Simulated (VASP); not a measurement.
# SnO2 (R-3m) in VASP: notebook

Runs on SnO2. Level: PBEsol. Tasks: single point.

Program: VASP 6.6.1. These are calculated values, not measurements. Logs are shortened: lines on timing, memory, paths and dates and some standing lists are left out, and cuts for length are marked.

## Step 1: The cell of the first run

The structure is trigonal, space group R-3m (No. 166). Conventional cell: a = 3.234 Å, b = 3.234 Å, c = 15.158 Å, α = 90.00°, β = 90.00°, γ = 120.00°. Within 2.8 Å of Sn (site symmetry -3m) lie 6 O at 2.15 Å. Within 2.9 Å of O (site symmetry 3m) lie 3 Sn at 2.15 Å and 3 O at 2.84 Å.

## Step 2: Single point, PBEsol (strain +0.0525 x Voigt [0, 0, 1, 0, 0, 0])

INCAR

```
ALGO = Normal
EDIFF = 1E-6
ENCUT = 520
GGA = PS
ISIF = 2
ISMEAR = 0
LASPH = True
LCHARG = False
LREAL = False
LWAVE = False
NBANDS = 20
NELM = 80
PREC = Accurate
SIGMA = 0.05
```

KPOINTS

```
k-points
0
Gamma
  12 12 12
```

POSCAR

```
SnO2
1.0
    1.6170930752      0.9336291223      5.0526236947
   -1.6170930752      0.9336291223      5.0526236947
    0.0000000000     -1.8672582446      5.0526236947
Sn O
1 2
Direct
    0.5000000000      0.5000000000      0.5000000000
    0.2371700000      0.2371700000      0.2371700000
    0.7628300000      0.7628300000      0.7628300000
```

Potentials or basis: VASP PAW PBE potentials, release 64 (Sn_d, O).

Launch:

```bash
$ cat potpaw_PBE.64/Sn_d/POTCAR potpaw_PBE.64/O/POTCAR > POTCAR
$ mpirun -np 1 vasp_std > vasp.out
```

OUTCAR:

```text
EDIFF = 1E-6
   ENCUT = 520
   GGA = PS
   ISIF = 2
   ISMEAR = 0
   LASPH = True
   LREAL = False
   NELM = 80
   PREC = Accurate

 ion  position               nearest neighbor table
   1  0.500  0.500  0.500-   2 2.15   2 2.15   3 2.15   3 2.15   2 2.15   3 2.15
   2  0.237  0.237  0.237-   1 2.15   1 2.15   1 2.15
   3  0.763  0.763  0.763-   1 2.15   1 2.15   1 2.15

  LATTYP: Found a trigonal (rhomboedric) cell.
 ALAT       =     5.3866185638
 COS(alpha) =     0.8197531916

  Lattice vectors:

 A1 = (   1.6170930752,   0.9336291223,   5.0526236947)
 A2 = (  -1.6170930752,   0.9336291223,   5.0526236947)
 A3 = (   0.0000000000,  -1.8672582446,   5.0526236947)

Analysis of symmetry for initial positions (statically):
=====================================================================
 Subroutine PRICEL returns:
 Original cell was already a primitive cell.

 Routine SETGRP: Setting up the symmetry group for a
 trigonal (rhombohedral) supercell.

 Subroutine GETGRP returns: Found 12 space group operations
 (whereof 12 operations were pure point group operations)
 out of a pool of 12 trial point group operations.

The static configuration has the point symmetry D_3d.

Analysis of symmetry for dynamics (positions and initial velocities):
=====================================================================
 Subroutine PRICEL returns:
 Original cell was already a primitive cell.

 Routine SETGRP: Setting up the symmetry group for a
 trigonal (rhombohedral) supercell.

 Subroutine GETGRP returns: Found 12 space group operations
 (whereof 12 operations were pure point group operations)
 out of a pool of 12 trial point group operations.

The dynamic configuration has the point symmetry D_3d.

 Subroutine INISYM returns: Found 12 space group operations
 (whereof 12 operations are pure point group operations),
 and found     1 'primitive' translations

----------------------------------------------------------------------------------------

                                     Primitive cell

  volume of cell :      45.7697

  direct lattice vectors                    reciprocal lattice vectors
     1.617093075  0.933629122  5.052623695     0.309196797  0.178514854  0.065972325
    -1.617093075  0.933629122  5.052623695    -0.309196797  0.178514854  0.065972325
     0.000000000 -1.867258245  5.052623695     0.000000000 -0.357029708  0.065972325

  length of vectors
     5.386618564  5.386618564  5.386618564     0.363073767  0.363073767  0.363073767

  position of ions in fractional coordinates (direct lattice)
     0.500000000  0.500000000  0.500000000
     0.237170000  0.237170000  0.237170000
     0.762830000  0.762830000  0.762830000

  ion indices of the primitive-cell ions
   primitive index   ion index
                 1           1
                 2           2
                 3           3

----------------------------------------------------------------------------------------

 KPOINTS: k-points

Automatic generation of k-mesh.
 Grid dimensions read from file:
 generate k-points for:   12   12   12

 Generating k-lattice:

  Cartesian coordinates                     Fractional coordinates (reciprocal lattice)
     0.025766400  0.014876238  0.005497694     0.083333333  0.000000000 -0.000000000
    -0.025766400  0.014876238  0.005497694     0.000000000  0.083333333 -0.000000000
     0.000000000 -0.029752476  0.005497694    -0.000000000 -0.000000000  0.083333333

  Length of vectors
     0.030256147  0.030256147  0.030256147

  Shift w.r.t. Gamma in fractional coordinates (k-lattice)
     0.000000000  0.000000000  0.000000000

 Subroutine IBZKPT returns following result:
 ===========================================

 Found    189 irreducible k-points:

 Following reciprocal coordinates:
            Coordinates               Weight
  0.000000  0.000000  0.000000      1.000000
  0.083333 -0.000000 -0.000000      6.000000
  0.166667  0.000000  0.000000      6.000000
  0.250000  0.000000  0.000000      6.000000
  0.333333 -0.000000  0.000000      6.000000
  0.416667  0.000000  0.000000      6.000000
[... 16 lines left out ...]
  0.500000  0.166667  0.000000     12.000000
 -0.416667  0.166667  0.000000     12.000000
 [... further k-points ...]
   k-points           NKPTS =    189   k-points in BZ     NKDIM =    189   number of bands    NBANDS=     20
   number of dos      NEDOS =    301   number of ions     NIONS =      3
   total plane-waves  NPLWV =  64000
   dimension x,y,z NGX =    40 NGY =   40 NGZ =   40
   dimension x,y,z NGXF=    80 NGYF=   80 NGZF=   80
   ions per type =               1   2
   NGX,Y,Z   is equivalent  to a cutoff of  12.35, 12.35, 12.35 a.u.
   NGXF,Y,Z  is equivalent  to a cutoff of  24.69, 24.69, 24.69 a.u.
 SYSTEM =  unknown system
   PREC   = accura    normal or accurate (medium, high low for compatibility)
   ISTART =      0    job   : 0-new  1-cont  2-samecut
   ICHARG =      2    charge: 1-file 2-atom 10-const
   ISPIN  =      1    spin polarized calculation?
   LNONCOLLINEAR =      F non collinear calculations
   LSORBIT =      F    spin-orbit coupling
   LASPH  =      T    aspherical Exc in radial PAW
   ENCUT  =  520.0 eV  38.22 Ry    6.18 a.u.  10.02 10.02 10.02*2*pi/ulx,y,z
   NELM   =     80;   NELMIN=  2; NELMDL= -5     # of ELM steps
   EDIFF  = 0.1E-05   stopping-criterion for ELM
   LREAL  =      F    real-space projection
   EDIFFG = 0.1E-04   stopping-criterion for IOM
   NSW    =      0    number of steps for IOM
   IBRION =     -1    ionic relax: 0-MD 1-quasi-New 2-CG
   NFREE  =      0    steps in history (QN), initial steepest desc. (CG)
   ISIF   =      2    stress and relaxation
   ISYM   =      2    0-nonsym 1-usesym 2-fastsym
   POTIM  = 0.5000    time-step for ionic-motion
   TEBEG  =    0.0;   TEEND  =   0.0 temperature during run
   PSTRESS=    0.0 pullay stress
   NELECT =      26.0000    total number of electrons
   NUPDOWN=      -1.0000    fix difference up-down
   EMIN   =  10.00;   EMAX   =-10.00  energy-range for DOS
   EFERMI =   0.00;   METHOD = LEGACY
   ISMEAR =     0;   SIGMA  =   0.05  broadening in eV -4-tet -1-fermi 0-gaus
   EFERMI_NEDOS =   21; number of points for ismear=-14 and -15
   IALGO  =     38    algorithm
   IMIX   =      4    mixing-type and parameters
     AMIX     =   0.40;   BMIX     =  1.00
     AMIX_MAG =   1.60;   BMIX_MAG =  1.00
  volume/ion in A,a.u.               =      15.26       102.96
  Fermi-wavevector in a.u.,A,eV,Ry     =   1.355835  2.562156 25.011423  1.838288
  Thomas-Fermi vector in A             =   2.482889
   LORBIT       =      0    0 simple, 1 ext, 2 COOP (PROOUT), +10 PAW based schemes
   GGA     = PS    functional components
   LHFCALC =     F    Hartree Fock is set to
   AEXX    =    0.0000 exact exchange contribution
   IVDW    =     0    specifies the selected vdW correction
   LEPSILON=     F    determine dielectric tensor
   LRPA    =     F    only Hartree local field effects (RPA)
 non-spin polarized calculation
 Gauss-broadening in eV      SIGMA  =   0.05
  energy-cutoff  :      520.00
  volume of cell :       45.77
 maximum number of plane-waves:      1251
   NGX = 21   NGY = 21   NGZ = 21

 number of electron      26.0000006 magnetization

 Free energy of the ion-electron system (eV)
  ---------------------------------------------------
  ext. energy  EPLUGINS =         0.00000000
  ---------------------------------------------------
  free energy    TOTEN  =       -19.21524502 eV

  energy without entropy =      -19.21524502  energy(sigma->0) =      -19.21524502

 E-fermi :   2.7939     XC(G=0):  -9.9085

 val. band max:        2.5545183148   @ k =  -0.1667   0.1667   0.0000
 cond. band min:       4.4362684071   @ k =   0.0000   0.0000   0.0000
 fundamental gap:      1.8817500924
 Fermi energy:         2.7939278437

 k-point     1 :       0.0000    0.0000    0.0000
  band No.  band energies     occupation
      1     -17.2684      2.00000
      2     -17.1271      2.00000
      3     -17.1271      2.00000
      4     -16.9564      2.00000
      5     -16.9564      2.00000
      6     -15.1181      2.00000
[... 12 lines left out ...]
     19      19.3283      0.00000
     20      19.4733      0.00000

 k-point     2 :       0.0833   -0.0000   -0.0000
  band No.  band energies     occupation
      1     -17.2488      2.00000
      2     -17.1703      2.00000
      3     -17.1123      2.00000
      4     -16.9736      2.00000
      5     -16.9575      2.00000
      6     -15.0659      2.00000
[... 12 lines left out ...]
     19      17.7881      0.00000
     20      19.5355      0.00000

 k-point     3 :       0.1667    0.0000    0.0000
  band No.  band energies     occupation
      1     -17.3251      2.00000
      2     -17.1697      2.00000
      3     -17.0751      2.00000
      4     -17.0012      2.00000
      5     -16.9568      2.00000
      6     -14.9058      2.00000
[... 12 lines left out ...]
     19      16.4597      0.00000
     20      19.7587      0.00000

 k-point     4 :       0.2500    0.0000    0.0000
  band No.  band energies     occupation
      1     -17.5034      2.00000
      2     -17.1060      2.00000
      3     -17.0409      2.00000
      4     -17.0135      2.00000
      5     -16.9384      2.00000
      6     -14.6436      2.00000
[... 12 lines left out ...]
     19      15.4740      0.00000
     20      19.3116      0.00000

 k-point     5 :       0.3333   -0.0000    0.0000
  band No.  band energies     occupation
      1     -17.6690      2.00000
      2     -17.0907      2.00000
      3     -17.0319      2.00000
      4     -16.9793      2.00000
      5     -16.8937      2.00000
      6     -14.3222      2.00000
[... 12 lines left out ...]
     19      14.8638      0.00000
     20      17.7608      0.00000
[... 353 lines left out ...]
      6     -14.4404      2.00000
[... 12 lines left out ...]
     19      15.7614      0.00000
     20      18.1780      0.00000

 k-point    22 :       0.4167    0.1667    0.0000
  band No.  band energies     occupation
      1     -17.6188      2.00000
      2     -17.1874      2.00000
      3     -17.0449      2.00000
      4     -16.9990      2.00000
      5     -16.8863      2.00000
      6     -14.0687      2.00000
[... 12 lines left out ...]
     19      15.8524      0.00000
     20      17.0682      0.00000

 k-point    23 :       0.5000    0.1667    0.0000
  band No.  band energies     occupation
      1     -17.6944      2.00000
      2     -17.1912      2.00000
      3     -17.0606      2.00000
      4     -16.9602      2.00000
      5     -16.8853      2.00000
      6     -13.7243      2.00000
[... 12 lines left out ...]
     19      16.0729      0.00000
     20      16.1925      0.00000

 k-point    24 :      -0.4167    0.1667    0.0000
  band No.  band energies     occupation
      1     -17.7216      2.00000
      2     -17.1930      2.00000
      3     -17.0667      2.00000
      4     -16.9292      2.00000
      5     -16.9007      2.00000
      6     -13.5773      2.00000
[... 12 lines left out ...]
     19      15.3620      0.00000
     20      16.4843      0.00000

 [... further k-points ...]

------------------------ aborting loop because EDIFF is reached ----------------------------------------

  FORCE on cell =-STRESS in cart. coord.  units (eV):
  Direction    XX          YY          ZZ          XY          YZ          ZX
  --------------------------------------------------------------------------------------
  -------------------------------------------------------------------------------------
  Total       -2.3261615     -2.3261615     -2.3600096      0.0000000     -0.0000000      0.0000000
  in kB      -81.4278236    -81.4278236    -82.6126857      0.0000000     -0.0000000      0.0000000
  external PRESSURE =     -81.8227776 kB  Pullay stress =       0.0000000 kB

 VOLUME and BASIS-vectors are now :
 -----------------------------------------------------------------------------
  energy-cutoff  :      520.00
  volume of cell :       45.77
      direct lattice vectors                 reciprocal lattice vectors
     1.617093075  0.933629122  5.052623695     0.309196797  0.178514854  0.065972325
    -1.617093075  0.933629122  5.052623695    -0.309196797  0.178514854  0.065972325
     0.000000000 -1.867258245  5.052623695     0.000000000 -0.357029708  0.065972325

 POSITION                                       TOTAL-FORCE (eV/Angst)
 -----------------------------------------------------------------------------------
      0.00000      0.00000      7.57894        -0.000000     -0.000000     -0.000000
      0.00000      0.00000      3.59499         0.000000     -0.000000     -0.994919
      0.00000      0.00000     11.56288         0.000000      0.000000      0.994919
 -----------------------------------------------------------------------------------
    total drift:                               -0.000000      0.000000      0.000000

  FREE ENERGIE OF THE ION-ELECTRON SYSTEM (eV)
  ---------------------------------------------------
  free  energy   TOTEN  =       -19.2152450197 eV

  energy  without entropy=      -19.2152450197  energy(sigma->0) =      -19.21524502
```

Wall time 4.5 min (1 thread of Intel Xeon Platinum 8559C (Emerald Rapids), shared host); peak memory 0.34 GiB.

Results:

| Item | Value |
| --- | --- |
| Free energy | -19.2152 eV |
| Pressure | -8.2 GPa |
| Largest force | 0.995 eV/Å |
| Band gap on the k mesh | 1.88 eV (least direct gap 2.00 eV) |

Forces on the atoms (eV/Å):
```
Sn   0.000  0.000  0.000
O    0.000  0.000 -0.995
O    0.000  0.000  0.995
```

Stress tensor (GPa, compression positive):
```
-8.14  0.00  0.00
 0.00 -8.14  0.00
 0.00  0.00 -8.26
```

Caveat: the cell differs from its parent crystal (strain +0.0525 x Voigt [0, 0, 1, 0, 0, 0]); the cell stands under tension; the PAW data sets were made with another functional, which shifts forces and pressure a little; spin-orbit coupling is left out, which moves the levels of the heavy elements. A k mesh can miss the band edges.

## Step 3: Single point, PBEsol (strain +0.0600 x Voigt [0, 0, 1, 0, 0, 0])

INCAR

```
SYSTEM = SnO2
PREC = Accurate ; ENCUT = 520
EDIFF = 1E-6 ; ISMEAR = 0
SIGMA = 0.05 ; LREAL = .FALSE.
LASPH = .TRUE. ; NELM = 60
ALGO = Normal ; ISIF = 2
LWAVE = .FALSE. ; LCHARG = .FALSE.
GGA = PS ; NBANDS = 20
```

KPOINTS

```
regular mesh
0
G
  12 12 12
  0 0 0
```

POSCAR

```
SnO2
1.0
    1.6170930752      0.9336291223      5.0886281390
   -1.6170930752      0.9336291223      5.0886281390
    0.0000000000     -1.8672582446      5.0886281390
Sn O
1 2
Direct
    0.5000000000      0.5000000000      0.5000000000
    0.2371700000      0.2371700000      0.2371700000
    0.7628300000      0.7628300000      0.7628300000
```

Potentials or basis: VASP PAW PBE potentials, release 64 (Sn_d, O).

Launch:

```bash
$ cat potpaw_PBE.64/Sn_d/POTCAR potpaw_PBE.64/O/POTCAR > POTCAR
$ mpirun -np 1 vasp_std > vasp.out
```

OUTCAR:

```text
SYSTEM = SnO2
   PREC = Accurate
   ENCUT = 520
   EDIFF = 1E-6
   ISMEAR = 0
   LREAL = .FALSE.
   LASPH = .TRUE.
   NELM = 60
   ISIF = 2
   GGA = PS

 ion  position               nearest neighbor table
   1  0.500  0.500  0.500-   2 2.16   2 2.16   3 2.16   3 2.16   2 2.16   3 2.16
   2  0.237  0.237  0.237-   1 2.16   1 2.16   1 2.16
   3  0.763  0.763  0.763-   1 2.16   1 2.16   1 2.16

  LATTYP: Found a trigonal (rhomboedric) cell.
 ALAT       =     5.4204049377
 COS(alpha) =     0.8219932111

  Lattice vectors:

 A1 = (   1.6170930752,   0.9336291223,   5.0886281390)
 A2 = (  -1.6170930752,   0.9336291223,   5.0886281390)
 A3 = (   0.0000000000,  -1.8672582446,   5.0886281390)

Analysis of symmetry for initial positions (statically):
=====================================================================
 Subroutine PRICEL returns:
 Original cell was already a primitive cell.

 Routine SETGRP: Setting up the symmetry group for a
 trigonal (rhombohedral) supercell.

 Subroutine GETGRP returns: Found 12 space group operations
 (whereof 12 operations were pure point group operations)
[... 163 lines left out ...]

  energy without entropy =      -19.19819197  energy(sigma->0) =      -19.19819197

 E-fermi :   2.7271     XC(G=0):  -9.8658

 val. band max:        2.4680853895   @ k =  -0.1667   0.1667   0.0000
 cond. band min:       4.3556188535   @ k =   0.0000   0.0000   0.0000
 fundamental gap:      1.8875334640
 Fermi energy:         2.7271481255

 k-point     1 :       0.0000    0.0000    0.0000
  band No.  band energies     occupation
      1     -17.3433      2.00000
      2     -17.2114      2.00000
      3     -17.2114      2.00000
      4     -17.0420      2.00000
      5     -17.0420      2.00000
      6     -15.1731      2.00000
[... 541 lines left out ...]
     19      15.2540      0.00000
     20      16.3839      0.00000

 [... further k-points ...]

------------------------ aborting loop because EDIFF is reached ----------------------------------------

  FORCE on cell =-STRESS in cart. coord.  units (eV):
  Direction    XX          YY          ZZ          XY          YZ          ZX
  --------------------------------------------------------------------------------------
  -------------------------------------------------------------------------------------
  Total       -2.4420453     -2.4420453     -2.5620623      0.0000000     -0.0000000      0.0000000
  in kB      -84.8795236    -84.8795236    -89.0510198      0.0000000     -0.0000000      0.0000000
  external PRESSURE =     -86.2700223 kB  Pullay stress =       0.0000000 kB

 VOLUME and BASIS-vectors are now :
 -----------------------------------------------------------------------------
  energy-cutoff  :      520.00
  volume of cell :       46.10
      direct lattice vectors                 reciprocal lattice vectors
     1.617093075  0.933629122  5.088628139     0.309196797  0.178514854  0.065505540
    -1.617093075  0.933629122  5.088628139    -0.309196797  0.178514854  0.065505540
     0.000000000 -1.867258245  5.088628139     0.000000000 -0.357029708  0.065505540

 POSITION                                       TOTAL-FORCE (eV/Angst)
 -----------------------------------------------------------------------------------
      0.00000      0.00000      7.63294        -0.000000     -0.000000     -0.000000
      0.00000      0.00000      3.62061         0.000000      0.000000     -1.084261
      0.00000      0.00000     11.64527         0.000000      0.000000      1.084261
 -----------------------------------------------------------------------------------
    total drift:                                0.000000      0.000000      0.000000

  FREE ENERGIE OF THE ION-ELECTRON SYSTEM (eV)
  ---------------------------------------------------
  free  energy   TOTEN  =       -19.1981919707 eV

  energy  without entropy=      -19.1981919707  energy(sigma->0) =      -19.19819197
```

stdout:

```text
POSCAR found type information on POSCAR SnO
 POSCAR found :  2 types and       3 ions
 scaLAPACK will be used
 -----------------------------------------------------------------------------
|                                                                             |
|                                                                             |
|     You enforced a specific xc type in the INCAR file but a different       |
|     I HOPE YOU KNOW WHAT YOU ARE DOING!                                     |
|                                                                             |
 -----------------------------------------------------------------------------

 LDA part: xc-table for (Slater+PW92), standard interpolation
 POSCAR, INCAR and KPOINTS ok, starting setup
 FFT: planning ... GRIDC
 FFT: planning ... GRID_SOFT
 FFT: planning ... GRID
 WAVECAR not read
 entering main loop
```

Wall time 5.1 min (1 thread of Intel Xeon Platinum 8559C (Emerald Rapids), shared host); peak memory 0.35 GiB.

Results:

```
Free energy            : -19.1982 eV
Pressure               : -8.6 GPa
Largest force          : 1.084 eV/Å
Band gap on the k mesh : 1.89 eV (least direct gap 2.01 eV)
```

Forces in eV/Å, atoms in the order of the input:
```
Sn   0.000  0.000  0.000
O    0.000  0.000 -1.084
O    0.000  0.000  1.084
```

Stress tensor (GPa, compression positive):
```
-8.49  0.00  0.00
 0.00 -8.49  0.00
 0.00  0.00 -8.91
```

Caveat: the cell differs from its parent crystal (strain +0.0600 x Voigt [0, 0, 1, 0, 0, 0]); the cell stands under tension; the PAW data sets were made with another functional, which shifts forces and pressure a little; spin-orbit coupling is left out, which moves the levels of the heavy elements.
